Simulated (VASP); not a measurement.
Input of a VASP 6.6.1 run:

INCAR

```
SYSTEM = VSi
PREC     = Accurate       ! precision mode
ENCUT    = 500            ! plane-wave cutoff, eV
EDIFF    = 1E-6           ! SCF threshold, eV
ISMEAR   = -1             ! smearing method
SIGMA    = 0.1            ! smearing width, eV
LREAL    = .False.        ! projectors in reciprocal space
LASPH    = .True.         ! aspherical terms in the spheres
NELM     = 120            ! most SCF steps
ALGO     = Normal         ! electronic algorithm
ISIF     = 2              ! what is computed and relaxed
LWAVE    = .False.        ! write WAVECAR
LCHARG   = .False.        ! write CHGCAR
GGA      = CA             ! functional
NBANDS   = 16             ! bands
GGA_COMPAT= .False.
```

KPOINTS

```
Automatic mesh
0
Gamma
  14 14 14
  0 0 0
```

Contents of POSCAR:

```
VSi
1.0
    0.0000000000      2.3967012929      2.3967012929
    2.3967012929      0.0000000000      2.3967012929
    2.3967012929      2.3967012929      0.0000000000
V Si
1 1
Direct
    0.0000000000      0.0000000000      0.0000000000
    0.5000000000      0.5000000000      0.5000000000
```

Potentials or basis: VASP PAW LDA potentials, release 64 (V_sv, Si).

The run is started by

```sh
$ cat potpaw_LDA.64/V_sv/POTCAR potpaw_LDA.64/Si/POTCAR > POTCAR
$ mpirun -np 1 vasp_std > vasp.out
```

Question: What does it give for the pressure?

Answer: 0.2 GPa.

Question: Estimate the band gap on the k mesh.

Answer: Zero (an odd number of electrons rules out a gap without spin polarisation).
